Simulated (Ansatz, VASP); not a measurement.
Sb: VASP beside Ansatz

The input POSCAR:

```
Sb
1.0
    0.0000000000      2.3712425216      2.3712425216
    2.3712425216      0.0000000000      2.3712425216
    2.3712425216      2.3712425216      0.0000000000
Sb
1
Direct
    0.0000000000      0.0000000000      0.0000000000
```

The input INCAR.step1:

```
SYSTEM = Sb
PREC = Accurate ; ENCUT = 520
EDIFF = 1E-5 ; ISMEAR = -1
SIGMA = 0.05 ; LREAL = .FALSE.
LASPH = .TRUE. ; NELM = 150
ALGO = Normal ; ISIF = 2
LWAVE = .TRUE. ; LCHARG = .FALSE.
MAGMOM = 0 0 0 ; LORBIT = 11
LSORBIT = .TRUE. ; GGA_COMPAT = .FALSE.
LORBMOM = .TRUE. ; NBANDS = 16
GGA = PE
```

File INCAR.step2:

```
SYSTEM = Sb
PREC = Accurate ; ENCUT = 520
EDIFF = 1E-7 ; ISMEAR = -1
SIGMA = 0.05 ; LREAL = .FALSE.
LASPH = .TRUE. ; NELM = 150
ALGO = Normal ; ISIF = 2
LWAVE = .FALSE. ; LCHARG = .FALSE.
MAGMOM = 0 0 0 ; LORBIT = 11
LSORBIT = .TRUE. ; GGA_COMPAT = .FALSE.
LORBMOM = .TRUE. ; GGA = PE
LHFCALC = .TRUE. ; HFSCREEN = 0.2079
PRECFOCK = Normal ; NBANDS = 16
ISTART = 1
```

Contents of KPOINTS:

```
regular mesh
0
G
  4 4 4
  0 0 0
```

Contents of input:

```
crystal:
  lattice:
    - [0.0, 2.3712425216, 2.3712425216]
    - [2.3712425216, 0.0, 2.3712425216]
    - [2.3712425216, 2.3712425216, 0.0]
  atoms:
    - { symbol: Sb, position: [0.0, 0.0, 0.0] }
hamiltonian:
  xc: hse06
  pseudopotentials: { kind: paw_fr }
magnetization:
  noncollinear: true
  spin_orbit: true
kpoints:
  mp_grid: { grid: [4, 4, 4] }
scf:
  occupations: { method: fermi_dirac, width: 0.05 }
output:
  forces: true
  stress: true
  eigenvalues: true
  write_density: true
  write_potential: true
  elf: true
  volumetric_format: npy
```

Alike in both runs: task single point; functional HSE06; k mesh 4 × 4 × 4; occupations fermi-dirac, width 0.05 eV; non-collinear spin, spin-orbit coupling.

```csv
,VASP,Ansatz
version,VASP 6.6.1,Ansatz 0.2.0
potentials or method,"VASP PAW PBE potentials, release 64 (Sb)",Ansatz PAW
plane-wave cutoff (eV),520,420
valence electrons in the cell,5,15
```

```tsv
	VASP	Ansatz	Ansatz less VASP
pressure (GPa)	-2.9	-1.8	+1.15
```

VASP's potentials hold 5 valence electrons a cell and Ansatz's 15, so a difference there can come from the potentials and not from the codes.

The k mesh is coarse, so the values compare programs but aren't converged.
